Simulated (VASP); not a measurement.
A run of VASP 6.6.1 is set up as follows.

File INCAR:

```
  PREC = Accurate
  ENCUT = 520
  EDIFF = 1E-6
  ISMEAR = -1
  SIGMA = 0.05
  LREAL = F
  LASPH = T
  NELM = 150
  ALGO = Fast
  ISIF = 2
  LWAVE = F
  LCHARG = F
  ISPIN = 2
  MAGMOM = 1 1 0 0.6 0
  LORBIT = 11
  LMAXMIX = 4
  GGA = PE
  NBANDS = 40
```

Contents of KPOINTS:

```
Automatic mesh
0
Gamma
  4 4 2
```

The input POSCAR:

```
NiMoIrPdW
1.0
    4.1467000000      0.0000000000      0.0000000000
   -2.0733500000      3.5911500000      0.0000000000
    0.0000000000      0.0000000000      5.4162900000
Ni Mo Pd Ir W
1 1 1 1 1
Direct
    0.0000000000      0.0000000000      0.0222100000
    0.6666700000      0.3333300000      0.4599600000
    0.3333300000      0.6666700000      0.7460100000
    0.3333300000      0.6666700000      0.2564100000
    0.6666700000      0.3333300000      0.9998500000
```

Potentials or basis: VASP PAW PBE potentials, release 64 (Ni, Mo_sv, Pd, Ir, W_sv).

Run with:

```bash
$ cat potpaw_PBE.64/Ni/POTCAR potpaw_PBE.64/Mo_sv/POTCAR potpaw_PBE.64/Pd/POTCAR potpaw_PBE.64/Ir/POTCAR potpaw_PBE.64/W_sv/POTCAR > POTCAR
$ mpirun -np 1 vasp_std > vasp.out
```

Problem. Predict the net moment.

Solution. 0.00 μB per cell.

Problem. Predict the largest force.

Solution. 0.677 eV/Å.

Forces in eV/Å, atoms in the order of the input:
```
Ni   0.000  0.000 -0.109
Mo   0.000  0.000 -0.677
Pd   0.000  0.000  0.126
Ir   0.000  0.000  0.150
W    0.000  0.000  0.510
```

Caveat: the k points lie up to 0.58 Å⁻¹ apart.
